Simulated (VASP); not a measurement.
Ge3N4, 14 atoms in the cell. The structure is cubic, space group Fd-3m (No. 227). Conventional cell: a = 8.215 Å, b = 8.215 Å, c = 8.215 Å, α = 90.00°, β = 90.00°, γ = 90.00°. Ge (site symmetry -3m) has 6 N at 1.99 Å within 2.6 Å. Within 2.5 Å of Ge (site symmetry -43m) lie 4 N at 1.89 Å. N (site symmetry 3m) has 4 Ge at 1.89 to 1.99 Å within 2.5 Å. 

- Program: VASP 6.6.1
- Task: single point
- Functional: PBE
- Potentials or basis: VASP PAW PBE potentials, release 64 (Ge_d, N)
- Cutoff: 600 eV
- k mesh: 6 × 6 × 6
- Occupations: gaussian, width 0.01 eV
- Spin: non-collinear spin, zero start, spin-orbit coupling
- Dipole correction: no
- Further INCAR settings: ALGO = Normal; EDIFF = 1e-06; NBANDS = 148

Potentials or basis: VASP PAW PBE potentials, release 64 (Ge_d, N).

The run is started by

```console
$ cat potpaw_PBE.64/Ge_d/POTCAR potpaw_PBE.64/N/POTCAR > POTCAR
$ mpirun -np 4 vasp_ncl > vasp.out
```

Hardware: 4 MPI ranks on Intel(R) Xeon(R) Platinum 8259CL CPU @ 2.50GHz (Skylake/Cascade Lake), on a shared host.

Question: How long does it take, and how much memory?

Answer: Wall time 10 min on 4 MPI ranks on Intel(R) Xeon(R) Platinum 8259CL CPU @ 2.50GHz (Skylake/Cascade Lake), on a shared host, peak memory 1.1 GiB a rank. Counts: scf iterations 15, k points 16.
